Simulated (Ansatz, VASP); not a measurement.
# Al6Hg: VASP beside Ansatz

The input INCAR:

```
SYSTEM = Al6Hg
ALGO = Normal ; EDIFF = 1E-6
ENCUT = 500 ; GGA = PE
GGA_COMPAT = .False. ; ISIF = 2
ISMEAR = 0 ; LASPH = .True.
LCHARG = .False. ; LREAL = .False.
LWAVE = .False. ; NBANDS = 24
NELM = 120 ; PREC = Accurate
SIGMA = 0.1
```

KPOINTS

```
k-points
0
Gamma
  4 4 4
  0 0 0
```

Contents of POSCAR:

```
Al6Hg
1.0
    4.8894473000      0.0000000000      0.0000000000
    0.0000000000      4.8894473000      0.0000000000
    0.0000000000      0.0000000000      4.8894473000
Al Hg
6 1
Direct
    0.1985120000      0.5000000000      0.5000000000
    0.5000000000      0.8014880000      0.5000000000
    0.5000000000      0.1985120000      0.5000000000
    0.8014880000      0.5000000000      0.5000000000
    0.5000000000      0.5000000000      0.1985120000
    0.5000000000      0.5000000000      0.8014880000
    0.0000000000      0.0000000000      0.0000000000
```

Input for Ansatz:

```yaml
crystal:
  lattice:
    - [4.8894473, 0.0, 0.0]
    - [0.0, 4.8894473, 0.0]
    - [0.0, 0.0, 4.8894473]
  atoms:
    - { symbol: Al, position: [0.198512, 0.5, 0.5] }
    - { symbol: Al, position: [0.5, 0.801488, 0.5] }
    - { symbol: Al, position: [0.5, 0.198512, 0.5] }
    - { symbol: Al, position: [0.801488, 0.5, 0.5] }
    - { symbol: Al, position: [0.5, 0.5, 0.198512] }
    - { symbol: Al, position: [0.5, 0.5, 0.801488] }
    - { symbol: Hg, position: [0.0, 0.0, 0.0] }
basis:
  ecutwfc: 420
kpoints:
  mp_grid: { grid: [4, 4, 4] }
hamiltonian:
  xc: pbe
scf:
  occupations: { method: gaussian, width: 0.1 }
  lower_state_search: "off"
output:
  forces: true
  stress: true
  eigenvalues: true
```

Change from the starting cell: species swapped into the TmB6 type (Pm-3m, No. 221).

Alike in both runs: task single point; functional PBE; k mesh 4 × 4 × 4; occupations gaussian, width 0.1 eV; no spin polarisation.

|  | VASP | Ansatz |
| --- | --- | --- |
| version | VASP 6.6.1 | Ansatz 0.2.0 |
| potentials or method | VASP PAW PBE potentials, release 64 (Al, Hg), cutoff 500 eV | scalar-relativistic, plane waves, PAW |
| valence electrons in the cell | 30 | 38 |

|  | VASP | Ansatz | Ansatz less VASP |
| --- | --- | --- | --- |
| gap on the k mesh at the Fermi level (eV) | none | none | - |
| rms of the force components (eV/Å) | 2.665 | 2.659 | -0.0059 |

Atom by atom the forces differ by 0.006 eV/Å (rms over components). A gap of «none» marks a metal or a gap that the smearing closes. The functional is the same, so the differences come from potentials, cutoffs and numerics. VASP's potentials hold 30 valence electrons a cell and Ansatz's 38, so a difference there can come from the potentials and not from the codes.

Neither program's run includes spin-orbit coupling.
